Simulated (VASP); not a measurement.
# Cr (P6_3/mmc) in VASP: notebook, part 3 of 3

VASP 6.6.1. The steps go on from the part before.

### 5 Single point, PBE, collinear spin, ferromagnetic start

Contents of INCAR:

```
  ALGO = Normal
  EDIFF = 1E-6
  ENCUT = 520
  GGA = PE
  ISIF = 2
  ISMEAR = -1
  ISPIN = 2
  LASPH = True
  LCHARG = False
  LMAXMIX = 4
  LORBIT = 11
  LREAL = False
  LWAVE = False
  MAGMOM = 3 3
  NBANDS = 23
  NELM = 150
  PREC = Accurate
  SIGMA = 0.05
```

Contents of KPOINTS:

```
k-points
0
Gamma
  16 16 9
```

Contents of POSCAR:

```
Cr
1.0
    2.7140000000      0.0000000000      0.0000000000
   -1.3570000000      2.3503929459      0.0000000000
    0.0000000000      0.0000000000      4.4100000000
Cr
2
Direct
    0.6666666667      0.3333333333      0.7500000000
    0.3333333333      0.6666666667      0.2500000000
```

Potentials or basis: VASP PAW PBE potentials, release 64 (Cr_pv).

Launch:

```console
cat potpaw_PBE.64/Cr_pv/POTCAR > POTCAR
mpirun -np 1 vasp_std > vasp.out
```

OUTCAR:

```text
EDIFF = 1E-6
   ENCUT = 520
   GGA = PE
   ISIF = 2
   ISMEAR = -1
   ISPIN = 2
   LASPH = True
   LORBIT = 11
   LREAL = False
   NELM = 150
   PREC = Accurate

 ion  position               nearest neighbor table
   1  0.667  0.333  0.750-   2 2.71   2 2.71   2 2.71   2 2.71   2 2.71   2 2.71
   2  0.333  0.667  0.250-   1 2.71   1 2.71   1 2.71   1 2.71   1 2.71   1 2.71

  LATTYP: Found a hexagonal cell.
 ALAT       =     2.7140000000
 C/A-ratio  =     1.6249078850

  Lattice vectors:

 A1 = (   2.7140000000,   0.0000000000,   0.0000000000)
 A2 = (  -1.3570000000,   2.3503929459,   0.0000000000)
 A3 = (   0.0000000000,   0.0000000000,   4.4100000000)

Analysis of symmetry for initial positions (statically):
=====================================================================
 Subroutine PRICEL returns:
 Original cell was already a primitive cell.

 Routine SETGRP: Setting up the symmetry group for a
 hexagonal supercell.

 Subroutine GETGRP returns: Found 24 space group operations
 (whereof 12 operations were pure point group operations)
 out of a pool of 24 trial point group operations.

The static configuration has the point symmetry D_3d.
 The point group associated with its full space group is D_6h.

Analysis of symmetry for dynamics (positions and initial velocities):
=====================================================================
 Subroutine PRICEL returns:
 Original cell was already a primitive cell.

 Routine SETGRP: Setting up the symmetry group for a
 hexagonal supercell.

 Subroutine GETGRP returns: Found 24 space group operations
 (whereof 12 operations were pure point group operations)
 out of a pool of 24 trial point group operations.

The dynamic configuration has the point symmetry D_3d.
 The point group associated with its full space group is D_6h.

Analysis of structural, dynamic, and magnetic symmetry:
=====================================================================
 Subroutine PRICEL returns:
 Original cell was already a primitive cell.

 Routine SETGRP: Setting up the symmetry group for a
[... 143 lines left out ...]

 number of electron      24.0000005 magnetization       1.8405248

 Free energy of the ion-electron system (eV)
  ---------------------------------------------------
  ext. energy  EPLUGINS =         0.00000000
  ---------------------------------------------------
  free energy    TOTEN  =       -17.72415407 eV

  energy without entropy =      -17.69022723  energy(sigma->0) =      -17.70719065

 E-fermi :   8.2971     XC(G=0): -12.5427

 val. band max:        8.2943282125   @ k =   0.3125  -0.0000   0.4444
 cond. band min:       8.2976104666   @ k =   0.2500   0.1250   0.3333
 fundamental gap:      0.0032822541
 Fermi energy:         8.2971062877

 spin component 1

 k-point     1 :       0.0000    0.0000    0.0000
  band No.  band energies     occupation
      1     -35.1781      1.00000
      2     -34.8358      1.00000
      3     -34.8358      1.00000
      4     -34.7698      1.00000
      5     -34.7698      1.00000
      6     -34.6947      1.00000
[... 613 lines left out ...]
     22      17.7913      0.00000
     23      18.7976      0.00000

 [... further k-points ...]

 spin component 2

 k-point     1 :       0.0000    0.0000    0.0000
  band No.  band energies     occupation
      1     -34.3768      1.00000
      2     -33.9490      1.00000
      3     -33.9490      1.00000
      4     -33.8827      1.00000
      5     -33.8819      1.00000
      6     -33.8819      1.00000
[... 613 lines left out ...]
     22      18.3003      0.00000
     23      19.2843      0.00000

 [... further k-points ...]
[... 5 lines left out ...]
  --------------------------------------------------------------------------------------
  -------------------------------------------------------------------------------------
  Total       -4.6811511     -4.6811511     -3.9257477      0.0000000      0.0000000      0.0000000
  in kB     -266.6087098   -266.6087098   -223.5857166      0.0000000      0.0000000      0.0000000
  external PRESSURE =    -252.2677120 kB  Pullay stress =       0.0000000 kB

 VOLUME and BASIS-vectors are now :
 -----------------------------------------------------------------------------
  energy-cutoff  :      520.00
  volume of cell :       28.13
      direct lattice vectors                 reciprocal lattice vectors
     2.714000000  0.000000000  0.000000000     0.368459838  0.212730387  0.000000000
    -1.357000000  2.350392946  0.000000000     0.000000000  0.425460773  0.000000000
     0.000000000  0.000000000  4.410000000     0.000000000  0.000000000  0.226757370

 POSITION                                       TOTAL-FORCE (eV/Angst)
 -----------------------------------------------------------------------------------
      1.35700      0.78346      3.30750         0.000000      0.000000      0.000000
     -0.00000      1.56693      1.10250        -0.000000      0.000000      0.000000
 -----------------------------------------------------------------------------------
    total drift:                               -0.000000      0.000000     -0.000000

  FREE ENERGIE OF THE ION-ELECTRON SYSTEM (eV)
  ---------------------------------------------------
  free  energy   TOTEN  =       -17.7241540672 eV

  energy  without entropy=      -17.6902272348  energy(sigma->0) =      -17.70719065

 total charge

# of ion       s       p       d       tot
------------------------------------------
    1        0.382   6.279   4.055  10.716
    2        0.382   6.279   4.055  10.716
--------------------------------------------------
tot          0.765  12.558   8.109  21.432

 magnetization (x)

# of ion       s       p       d       tot
------------------------------------------
    1        0.002   0.022   0.832   0.857
    2        0.002   0.022   0.832   0.857
--------------------------------------------------
tot          0.005   0.045   1.664   1.713
```

OSZICAR:

```text
N       E                     dE             d eps       ncg     rms          rms(c)
DAV:   1     0.244443273371E+03    0.24444E+03   -0.13677E+04 13848   0.124E+03
DAV:   2    -0.117858838942E+02   -0.25623E+03   -0.24733E+03 13968   0.374E+02
DAV:   3    -0.196476067405E+02   -0.78617E+01   -0.78051E+01 17153   0.769E+01
DAV:   4    -0.197241643567E+02   -0.76558E-01   -0.76416E-01 15527   0.756E+00
DAV:   5    -0.197252463441E+02   -0.10820E-02   -0.10808E-02 14781   0.865E-01    0.183E+01
DAV:   6    -0.175159669792E+02    0.22093E+01   -0.10772E+01 15200   0.347E+01    0.519E+00
DAV:   7    -0.177099267499E+02   -0.19396E+00   -0.49515E-01 15459   0.600E+00    0.280E+00
DAV:   8    -0.177237046362E+02   -0.13778E-01   -0.12323E-02 14665   0.102E+00    0.102E+00
DAV:   9    -0.177226206094E+02    0.10840E-02   -0.57766E-03 15564   0.665E-01    0.382E-01
DAV:  10    -0.177238885330E+02   -0.12679E-02   -0.28208E-03 15025   0.332E-01    0.189E-01
DAV:  11    -0.177240923423E+02   -0.20381E-03   -0.30407E-04 15501   0.128E-01    0.802E-02
DAV:  12    -0.177241428486E+02   -0.50506E-04   -0.50505E-05 15039   0.614E-02    0.335E-02
DAV:  13    -0.177241485375E+02   -0.56889E-05   -0.12847E-05 14780   0.284E-02    0.170E-02
DAV:  14    -0.177241512248E+02   -0.26873E-05   -0.35526E-06 15130   0.148E-02    0.886E-03
DAV:  15    -0.177241533174E+02   -0.20926E-05   -0.13992E-06  9197   0.909E-03    0.320E-03
DAV:  16    -0.177241540672E+02   -0.74971E-06   -0.37739E-07  7271   0.396E-03
   1 F= -.17724154E+02 E0= -.17707191E+02  d E =-.339268E-01  mag=     1.8399
```

Wall time 97 s (1 thread of Intel Xeon 6975P-C (Granite Rapids), shared host); peak memory 0.24 GiB.

What came out:

- Free energy: -17.7242 eV
- Pressure: -25.2 GPa
- Net moment: 1.84 μB per cell
- Site moments: Cr +0.86 μB
- Valence electrons inside the program's atomic spheres: Cr 10.72

### 6 Single point, PBE, collinear spin, ferromagnetic start (volume scaled by 0.94)

Contents of INCAR:

```
SYSTEM = Cr
  PREC = Accurate
  ENCUT = 520
  EDIFF = 1E-6
  ISMEAR = -1
  SIGMA = 0.05
  LREAL = .False.
  LASPH = .True.
  NELM = 150
  ALGO = Normal
  ISIF = 2
  LWAVE = .False.
  LCHARG = .False.
  ISPIN = 2
  MAGMOM = 3 3
  LORBIT = 11
  LMAXMIX = 4
  GGA = PE
  NBANDS = 23
```

Contents of KPOINTS:

```
Automatic mesh
0
Gamma
  11 11 6
  0 0 0
```

Contents of POSCAR:

```
Cr
1.0
    2.6585966991      0.0000000000      0.0000000000
   -1.3292983495      2.3024122798      0.0000000000
    0.0000000000      0.0000000000      4.3199747394
Cr
2
Direct
    0.6666666667      0.3333333333      0.7500000000
    0.3333333333      0.6666666667      0.2500000000
```

Potentials or basis: VASP PAW PBE potentials, release 64 (Cr_pv).

Launch:

```console
cat potpaw_PBE.64/Cr_pv/POTCAR > POTCAR
mpirun -np 1 vasp_std > vasp.out
```

Run time: 100 s. Hardware: 1 thread of Intel Xeon 8259CL, shared host; peak memory 0.18 GiB.

It converged, with:

- Free energy: -17.9591 eV
- Pressure: -19.2 GPa
- Net moment: 1.12 μB per cell
- Site moments: Cr +0.52 μB
- Valence electrons inside the program's atomic spheres: Cr 10.81

Stress tensor (GPa, compression positive):
```
-21.87   0.00   0.00
  0.00 -21.87   0.00
  0.00   0.00 -13.74
```

Levels at points of the mesh, in eV from the Fermi level:
Spin up:
```csv
k point,band 9,band 10,band 11,band 12,band 13,band 14,band 15,band 16,band 17,band 18
"(0.00, 0.00, 0.00)",-0.55,-0.55,-0.52,-0.15,-0.15,0.34,0.34,0.55,1.69,1.69
"(0.00, 0.00, 0.50)",-1.06,-1.06,-0.62,-0.62,-0.62,-0.62,1.32,1.32,1.32,1.32
```
Spin down:
| k point | band 8 | band 9 | band 10 | band 11 | band 12 | band 13 | band 14 | band 15 | band 16 | band 17 |
| --- | --- | --- | --- | --- | --- | --- | --- | --- | --- | --- |
| (0.00, 0.00, 0.00) | -3.38 | -0.15 | -0.09 | -0.09 | 0.33 | 0.33 | 0.74 | 0.88 | 0.88 | 2.25 |
| (0.00, 0.00, 0.50) | -5.03 | -0.73 | -0.73 | -0.14 | -0.14 | -0.14 | -0.14 | 1.87 | 1.87 | 1.87 |

### 7 Overview

```csv
spin,cell,k mesh,gap on the mesh (eV),pressure (GPa),moment (μB)
"collinear, ferrimagnetic start","a = 2.714, b = 2.714, c = 4.410 Å, angles 90.0, 90.0, 120.0°, 2 atoms",11 × 11 × 6,none,-22.5,2.01
"collinear, ferromagnetic start","a = 2.714, b = 2.714, c = 4.410 Å, angles 90.0, 90.0, 120.0°, 2 atoms",13 × 13 × 7,none,-25.2,1.88
"collinear, ferromagnetic start","a = 2.714, b = 2.714, c = 4.410 Å, angles 90.0, 90.0, 120.0°, 2 atoms",16 × 16 × 9,none,-25.2,1.84
"collinear, ferromagnetic start","a = 2.659, b = 2.659, c = 4.320 Å, angles 90.0, 90.0, 120.0°, 2 atoms",11 × 11 × 6,none,-19.2,1.12
```

Alike in all rows: task single point; level PBE; potentials or basis VASP PAW PBE potentials, release 64 (Cr_pv); cutoff (eV) 520; smearing fermi-dirac 0.05 eV.

Every run on the cell as given and a fine mesh finds a metal.

Total energies depend on the potentials used, so only differences within one code and one set of settings carry meaning.
